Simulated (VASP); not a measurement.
Er2O:

```xyz
6
Lattice="3.3168 0.0000 0.0000 0.0000 3.3168 0.0000 0.0000 0.0000 12.4242" Properties=species:S:1:pos:R:3 pbc="T T T"
Er    0.0000    1.6584   10.7360
Er    1.6584    0.0000    4.5239
Er    1.6584    0.0000    7.9003
Er    0.0000    1.6584    1.6882
O     0.0000    0.0000    9.3182
O     0.0000    0.0000    3.1061
```

The cell was generated, and may not be a known phase.

* Program: VASP 6.6.1
* Task: relaxation of cell and atoms
* Functional: PBE
* Potentials or basis: VASP PAW PBE potentials, release 64 (Er_3, O), 4f in core
* Cutoff: 600 eV
* k mesh: 6 × 6 × 2
* Occupations: gaussian, width 0.1 eV
* Spin: no spin polarisation

At the start: pressure 4.4 GPa; volume 22.78 Å³/atom.

Task: Where does the relaxation end?

Result: Over 10 steps the energy falls by 138.1 meV/atom and the volume is 26.47 Å³/atom (+16.2 %); space group P4_2/mmc (No. 131, to 0.1 Å) before and after.

Step by step:
| step | energy change (eV) | largest force (eV/Å) | pressure (GPa) | volume (Å³) |
| --- | --- | --- | --- | --- |
| 1 | 0.0000 | 0.5434 | 4.40 | 136.68 |
| 2 | -0.4257 | 0.9875 | -1.07 | 149.24 |
| 3 | -0.4706 | 1.2534 | -3.04 | 156.15 |
| 4 | -0.7675 | 0.6234 | -0.88 | 156.16 |
| 5 | -0.7971 | 0.3391 | 0.07 | 156.07 |
| 6 | -0.7978 | 0.2743 | 0.28 | 156.05 |
| 7 | -0.8201 | 0.0913 | 0.36 | 156.95 |
| 8 | -0.8267 | 0.0613 | 0.46 | 157.76 |
| 9 | -0.8273 | 0.0635 | -0.39 | 159.66 |
| 10 | -0.8284 | 0.0084 | -0.02 | 158.80 |

Final structure:
```xyz
6
Lattice="3.6718 0.0000 0.0000 0.0000 3.6718 0.0000 0.0000 0.0000 11.7787" Properties=species:S:1:pos:R:3 pbc="T T T"
Er    0.0000    1.8359   10.0216
Er    1.8359    0.0000    4.1323
Er    1.8359    0.0000    7.6464
Er    0.0000    1.8359    1.7571
O     0.0000    0.0000    8.8340
O     0.0000    0.0000    2.9447
```

Caveat: the volume moved by over 15 % at a fixed basis, so the end points are rough; the run has no spin polarisation, though such a crystal can be magnetic.
